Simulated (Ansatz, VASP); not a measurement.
Sb in VASP and in Ansatz

```xyz
4
Lattice="1.9531 -6.1956 0.0000 1.9531 6.1956 0.0000 0.0000 0.0000 5.1689" Properties=species:S:1:pos:R:3 pbc="T T T"
Sb    1.9531    4.9812    4.7037
Sb    1.9531   -1.2143    3.0496
Sb    1.9531   -4.9812    0.4652
Sb    1.9531    1.2143    2.1192
```

Alike in both runs: task relaxation of cell and atoms; functional PBE; k mesh 6 × 6 × 4; occupations gaussian, width 0.1 eV; no spin polarisation.

|  | VASP | Ansatz |
| --- | --- | --- |
| version | VASP 6.6.1 | Ansatz 0.2.0 |
| potentials or method | VASP PAW PBE potentials, release 64 (Sb), cutoff 600 eV | scalar-relativistic, plane waves, PAW |
| valence electrons in the cell | 20 | 60 |

|  | VASP | Ansatz | Ansatz less VASP |
| --- | --- | --- | --- |
| gap on the k mesh at the Fermi level, each at its own relaxed structure (eV) | 0.09 | 0.10 | +0.013 |
| relaxed volume (Å³/atom) | 32.68 | 32.52 | -0.154 |
| relaxed cell length with the largest relative difference (Å) | 6.653 | 6.612 | -0.0409 |

VASP's potentials hold 20 valence electrons a cell and Ansatz's 60, so a difference there can come from the potentials and not from the codes.

Neither program's run includes spin-orbit coupling.
